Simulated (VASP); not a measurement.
# ZnO (P6_3mc) in VASP: further runs

ZnO is run at these levels: PBE, PBE+D3(BJ); tasks: single point.

Everything below comes from runs of VASP 6.6.1. Logs are shortened: lines on timing, memory, paths and dates and some standing lists are left out, and cuts for length are marked.

**What was measured.**

From “Electronic structure of alkaline earth and post-transition metal oxides”, 2009, arxiv:0908.1581, for a bulk crystal of ZnO: band gap 3.37 eV.

The runs below are set against these values where they give the same quantity.

**1. The cell of the first run**

Symmetry: P6_3mc, No. 186, hexagonal system. The conventional cell has a = 3.235 Å, b = 3.235 Å, c = 5.222 Å, α = 90.00°, β = 90.00°, γ = 120.00°. Zn (site symmetry 3m) has 4 O at 1.97 to 1.98 Å within 2.6 Å. Within 2.6 Å of O (site symmetry 3m) lie 4 Zn at 1.97 to 1.98 Å.

**2. Single point, PBE (11.83 Å³/atom)**

Input file INCAR:

```
SYSTEM = ZnO
PREC     = Accurate       ! precision mode
ENCUT    = 600            ! plane-wave cutoff, eV
EDIFF    = 1E-6           ! SCF threshold, eV
ISMEAR   = 0              ! smearing method
SIGMA    = 0.05           ! smearing width, eV
LREAL    = .False.        ! projectors in reciprocal space
LASPH    = .True.         ! aspherical terms in the spheres
NELM     = 120            ! most SCF steps
ALGO     = Normal         ! electronic algorithm
ISIF     = 2              ! what is computed and relaxed
LWAVE    = .False.        ! write WAVECAR
LCHARG   = .False.        ! write CHGCAR
GGA      = PE             ! functional
NBANDS   = 26             ! bands
GGA_COMPAT= .False.
```

Input file KPOINTS:

```
regular mesh
0
Gamma
  12 12 8
  0 0 0
```

Input file POSCAR:

```
ZnO
1.0
    3.2351179120      0.0000000000      0.0000000000
   -1.6175589560      2.8016942960      0.0000000000
    0.0000000000      0.0000000000      5.2219158407
Zn O
2 2
Direct
    0.3333333333      0.6666666667      0.0015089686
    0.6666666667      0.3333333333      0.5015089686
    0.3333333333      0.6666666667      0.3805910314
    0.6666666667      0.3333333333      0.8805910314
```

Potentials or basis: VASP PAW PBE potentials, release 64 (Zn, O).

The run is started by

```bash
cat potpaw_PBE.64/Zn/POTCAR potpaw_PBE.64/O/POTCAR > POTCAR
mpirun -np 1 vasp_std > vasp.out
```

OUTCAR:

```text
SYSTEM = ZnO
   PREC = Accurate
   ENCUT = 600
   EDIFF = 1E-6
   ISMEAR = 0
   LREAL = .False.
   LASPH = .True.
   NELM = 120
   ISIF = 2
   GGA = PE

 ion  position               nearest neighbor table
   1  0.333  0.667  0.002-   4 1.97   4 1.97   4 1.97   3 1.98
   2  0.667  0.333  0.502-   3 1.97   3 1.97   3 1.97   4 1.98
   3  0.333  0.667  0.381-   2 1.97   2 1.97   2 1.97   1 1.98
   4  0.667  0.333  0.881-   1 1.97   1 1.97   1 1.97   2 1.98

  LATTYP: Found a hexagonal cell.
 ALAT       =     3.2351179120
 C/A-ratio  =     1.6141346259

  Lattice vectors:

 A1 = (   3.2351179120,   0.0000000000,   0.0000000000)
 A2 = (  -1.6175589560,   2.8016942960,   0.0000000000)
 A3 = (   0.0000000000,   0.0000000000,   5.2219158407)

Analysis of symmetry for initial positions (statically):
=====================================================================
 Subroutine PRICEL returns:
 Original cell was already a primitive cell.

 Routine SETGRP: Setting up the symmetry group for a
 hexagonal supercell.

 Subroutine GETGRP returns: Found 12 space group operations
 (whereof  6 operations were pure point group operations)
 out of a pool of 24 trial point group operations.

The static configuration has the point symmetry C_3v.
 The point group associated with its full space group is C_6v.

Analysis of symmetry for dynamics (positions and initial velocities):
=====================================================================
 Subroutine PRICEL returns:
 Original cell was already a primitive cell.

 Routine SETGRP: Setting up the symmetry group for a
 hexagonal supercell.

 Subroutine GETGRP returns: Found 12 space group operations
 (whereof  6 operations were pure point group operations)
 out of a pool of 24 trial point group operations.

The dynamic configuration has the point symmetry C_3v.
 The point group associated with its full space group is C_6v.

 Subroutine INISYM returns: Found 12 space group operations
 (whereof  6 operations are pure point group operations),
 and found     1 'primitive' translations

----------------------------------------------------------------------------------------

                                     Primitive cell

  volume of cell :      47.3305

  direct lattice vectors                    reciprocal lattice vectors
     3.235117912  0.000000000  0.000000000     0.309107744  0.178463439  0.000000000
    -1.617558956  2.801694296  0.000000000     0.000000000  0.356926879  0.000000000
     0.000000000  0.000000000  5.221915841     0.000000000  0.000000000  0.191500597

  length of vectors
     3.235117912  3.235117912  5.221915841     0.356926879  0.356926879  0.191500597

  position of ions in fractional coordinates (direct lattice)
     0.333333333  0.666666667  0.001508969
     0.666666667  0.333333333  0.501508969
     0.333333333  0.666666667  0.380591031
     0.666666667  0.333333333  0.880591031

  ion indices of the primitive-cell ions
   primitive index   ion index
                 1           1
                 2           2
                 3           3
                 4           4

----------------------------------------------------------------------------------------

 KPOINTS: regular mesh

Automatic generation of k-mesh.
 Grid dimensions read from file:
 generate k-points for:   12   12    8

 Generating k-lattice:

  Cartesian coordinates                     Fractional coordinates (reciprocal lattice)
     0.025758979  0.014871953  0.000000000     0.083333333  0.000000000  0.000000000
     0.000000000  0.029743907  0.000000000     0.000000000  0.083333333  0.000000000
     0.000000000  0.000000000  0.023937575     0.000000000  0.000000000  0.125000000

  Length of vectors
     0.029743907  0.029743907  0.023937575

  Shift w.r.t. Gamma in fractional coordinates (k-lattice)
     0.000000000  0.000000000  0.000000000

 Subroutine IBZKPT returns following result:
 ===========================================

 Found     95 irreducible k-points:

 Following reciprocal coordinates:
            Coordinates               Weight
  0.000000  0.000000  0.000000      1.000000
  0.083333  0.000000  0.000000      6.000000
  0.166667  0.000000  0.000000      6.000000
  0.250000  0.000000  0.000000      6.000000
  0.333333  0.000000  0.000000      6.000000
  0.416667  0.000000  0.000000      6.000000
[... 16 lines left out ...]
  0.250000  0.000000  0.125000     12.000000
  0.333333  0.000000  0.125000     12.000000
 [... further k-points ...]
   k-points           NKPTS =     95   k-points in BZ     NKDIM =     95   number of bands    NBANDS=     26
   number of dos      NEDOS =    301   number of ions     NIONS =      4
   total plane-waves  NPLWV =  32928
   dimension x,y,z NGX =    28 NGY =   28 NGZ =   42
   dimension x,y,z NGXF=    56 NGYF=   56 NGZF=   84
   ions per type =               2   2
   NGX,Y,Z   is equivalent  to a cutoff of  14.39, 14.39, 13.37 a.u.
   NGXF,Y,Z  is equivalent  to a cutoff of  28.78, 28.78, 26.74 a.u.
 SYSTEM =  ZnO
   PREC   = accura    normal or accurate (medium, high low for compatibility)
   ISTART =      0    job   : 0-new  1-cont  2-samecut
   ICHARG =      2    charge: 1-file 2-atom 10-const
   ISPIN  =      1    spin polarized calculation?
   LNONCOLLINEAR =      F non collinear calculations
   LSORBIT =      F    spin-orbit coupling
   LASPH  =      T    aspherical Exc in radial PAW
   ENCUT  =  600.0 eV  44.10 Ry    6.64 a.u.   6.46  6.46 10.43*2*pi/ulx,y,z
   NELM   =    120;   NELMIN=  2; NELMDL= -5     # of ELM steps
   EDIFF  = 0.1E-05   stopping-criterion for ELM
   LREAL  =      F    real-space projection
   EDIFFG = 0.1E-04   stopping-criterion for IOM
   NSW    =      0    number of steps for IOM
   IBRION =     -1    ionic relax: 0-MD 1-quasi-New 2-CG
   NFREE  =      0    steps in history (QN), initial steepest desc. (CG)
   ISIF   =      2    stress and relaxation
   ISYM   =      2    0-nonsym 1-usesym 2-fastsym
   POTIM  = 0.5000    time-step for ionic-motion
   TEBEG  =    0.0;   TEEND  =   0.0 temperature during run
   PSTRESS=    0.0 pullay stress
   NELECT =      36.0000    total number of electrons
   NUPDOWN=      -1.0000    fix difference up-down
   EMIN   =  10.00;   EMAX   =-10.00  energy-range for DOS
   EFERMI =   0.00;   METHOD = LEGACY
   ISMEAR =     0;   SIGMA  =   0.05  broadening in eV -4-tet -1-fermi 0-gaus
   EFERMI_NEDOS =   21; number of points for ismear=-14 and -15
   IALGO  =     38    algorithm
   IMIX   =      4    mixing-type and parameters
     AMIX     =   0.40;   BMIX     =  1.00
     AMIX_MAG =   1.60;   BMIX_MAG =  1.00
  volume/ion in A,a.u.               =      11.83        79.85
  Fermi-wavevector in a.u.,A,eV,Ry     =   1.494384  2.823975 30.384290  2.233182
  Thomas-Fermi vector in A             =   2.606663
   LORBIT       =      0    0 simple, 1 ext, 2 COOP (PROOUT), +10 PAW based schemes
   GGA     = PE    functional components
   LHFCALC =     F    Hartree Fock is set to
   AEXX    =    0.0000 exact exchange contribution
   IVDW    =     0    specifies the selected vdW correction
   LEPSILON=     F    determine dielectric tensor
   LRPA    =     F    only Hartree local field effects (RPA)
 non-spin polarized calculation
 Gauss-broadening in eV      SIGMA  =   0.05
  energy-cutoff  :      600.00
  volume of cell :       47.33
 maximum number of plane-waves:      1603
 NGX is ok and might be reduce to    28
   NGX = 13   NGY = 13   NGZ = 21

 number of electron      36.0000004 magnetization

 Free energy of the ion-electron system (eV)
  ---------------------------------------------------
  ext. energy  EPLUGINS =         0.00000000
  ---------------------------------------------------
  free energy    TOTEN  =       -17.81676540 eV

  energy without entropy =      -17.81676540  energy(sigma->0) =      -17.81676540

 E-fermi :   1.5407     XC(G=0): -10.9419

 val. band max:        1.2580638330   @ k =   0.0000   0.0000   0.0000
 cond. band min:       2.0468271513   @ k =   0.0000   0.0000   0.0000
 fundamental gap:      0.7887633184
 Fermi energy:         1.5406868621

 k-point     1 :       0.0000    0.0000    0.0000
  band No.  band energies     occupation
      1     -16.8840      2.00000
      2     -16.1561      2.00000
      3      -4.4698      2.00000
      4      -4.4698      2.00000
      5      -4.4358      2.00000
      6      -4.4252      2.00000
[... 18 lines left out ...]
     25      15.4689      0.00000
     26      15.4689      0.00000

 k-point     2 :       0.0833    0.0000    0.0000
  band No.  band energies     occupation
      1     -16.8451      2.00000
      2     -16.1386      2.00000
      3      -4.5179      2.00000
      4      -4.4471      2.00000
      5      -4.3999      2.00000
      6      -4.3790      2.00000
[... 18 lines left out ...]
     25      15.3868      0.00000
     26      15.5622      0.00000

 k-point     3 :       0.1667    0.0000    0.0000
  band No.  band energies     occupation
      1     -16.7355      2.00000
      2     -16.0919      2.00000
      3      -4.6264      2.00000
      4      -4.3874      2.00000
      5      -4.3645      2.00000
      6      -4.2959      2.00000
[... 18 lines left out ...]
     25      15.3447      0.00000
     26      15.6532      0.00000

 k-point     4 :       0.2500    0.0000    0.0000
  band No.  band energies     occupation
      1     -16.5766      2.00000
      2     -16.0329      2.00000
      3      -4.7359      2.00000
      4      -4.3872      2.00000
      5      -4.3142      2.00000
      6      -4.1961      2.00000
[... 18 lines left out ...]
     25      14.6691      0.00000
     26      15.5039      0.00000

 k-point     5 :       0.3333    0.0000    0.0000
  band No.  band energies     occupation
      1     -16.4015      2.00000
      2     -15.9843      2.00000
      3      -4.7875      2.00000
      4      -4.4281      2.00000
      5      -4.2545      2.00000
      6      -4.0578      2.00000
[... 18 lines left out ...]
     25      14.7074      0.00000
     26      15.4059      0.00000

 k-point     6 :       0.4167    0.0000    0.0000
  band No.  band energies     occupation
      1     -16.2534      2.00000
      2     -15.9648      2.00000
      3      -4.7573      2.00000
      4      -4.4800      2.00000
      5      -4.2211      2.00000
      6      -3.9128      2.00000
[... 427 lines left out ...]
 k-point    21 :       0.0833    0.0000    0.1250
  band No.  band energies     occupation
      1     -16.8195      2.00000
      2     -16.1668      2.00000
      3      -4.5342      2.00000
      4      -4.4665      2.00000
      5      -4.4429      2.00000
      6      -4.4074      2.00000
[... 18 lines left out ...]
     25      14.8958      0.00000
     26      15.4359      0.00000

 k-point    22 :       0.1667    0.0000    0.1250
  band No.  band energies     occupation
      1     -16.7119      2.00000
      2     -16.1172      2.00000
      3      -4.6452      2.00000
      4      -4.4311      2.00000
      5      -4.3819      2.00000
      6      -4.3235      2.00000
[... 18 lines left out ...]
     25      14.7953      0.00000
     26      15.5263      0.00000

 k-point    23 :       0.2500    0.0000    0.1250
  band No.  band energies     occupation
      1     -16.5560      2.00000
      2     -16.0536      2.00000
      3      -4.7542      2.00000
      4      -4.4494      2.00000
      5      -4.3060      2.00000
      6      -4.2111      2.00000
[... 18 lines left out ...]
     25      14.6685      0.00000
     26      15.4276      0.00000

 k-point    24 :       0.3333    0.0000    0.1250
  band No.  band energies     occupation
      1     -16.3851      2.00000
      2     -15.9995      2.00000
      3      -4.8072      2.00000
      4      -4.4880      2.00000
      5      -4.2429      2.00000
      6      -4.0742      2.00000
[... 18 lines left out ...]
     25      14.7171      0.00000
     26      15.3643      0.00000

 [... further k-points ...]
[... 5 lines left out ...]
  --------------------------------------------------------------------------------------
  -------------------------------------------------------------------------------------
  Total        1.9865088      1.9865088      1.9642854      0.0000000      0.0000000      0.0000000
  in kB       67.2450527     67.2450527     66.4927716      0.0000000      0.0000000      0.0000000
  external PRESSURE =      66.9942924 kB  Pullay stress =       0.0000000 kB

 VOLUME and BASIS-vectors are now :
 -----------------------------------------------------------------------------
  energy-cutoff  :      600.00
  volume of cell :       47.33
      direct lattice vectors                 reciprocal lattice vectors
     3.235117912  0.000000000  0.000000000     0.309107744  0.178463439  0.000000000
    -1.617558956  2.801694296  0.000000000     0.000000000  0.356926879  0.000000000
     0.000000000  0.000000000  5.221915841     0.000000000  0.000000000  0.191500597

 POSITION                                       TOTAL-FORCE (eV/Angst)
 -----------------------------------------------------------------------------------
     -0.00000      1.86780      0.00788        -0.000000      0.000000      0.002808
      1.61756      0.93390      2.61884         0.000000      0.000000      0.002808
     -0.00000      1.86780      1.98741         0.000000     -0.000000     -0.002808
      1.61756      0.93390      4.59837        -0.000000      0.000000     -0.002808
 -----------------------------------------------------------------------------------
    total drift:                               -0.000000      0.000000     -0.002541

  FREE ENERGIE OF THE ION-ELECTRON SYSTEM (eV)
  ---------------------------------------------------
  free  energy   TOTEN  =       -17.8167653984 eV

  energy  without entropy=      -17.8167653984  energy(sigma->0) =      -17.81676540
```

It took 3.5 min on 1 thread of Intel Xeon 8259CL, shared host; peak memory 0.25 GiB.

Results:

- Free energy: -17.8168 eV
- Pressure: 6.7 GPa
- Band gap on the k mesh: 0.79 eV

Forces on the atoms (eV/Å):
```
Zn   0.000  0.000  0.003
Zn   0.000  0.000  0.003
O    0.000  0.000 -0.003
O    0.000  0.000 -0.003
```

Stress tensor (GPa, compression positive):
```
6.72 0.00 0.00
0.00 6.72 0.00
0.00 0.00 6.65
```

Caveat: the cell stands under pressure.

(Continued in part 2 of 2.)
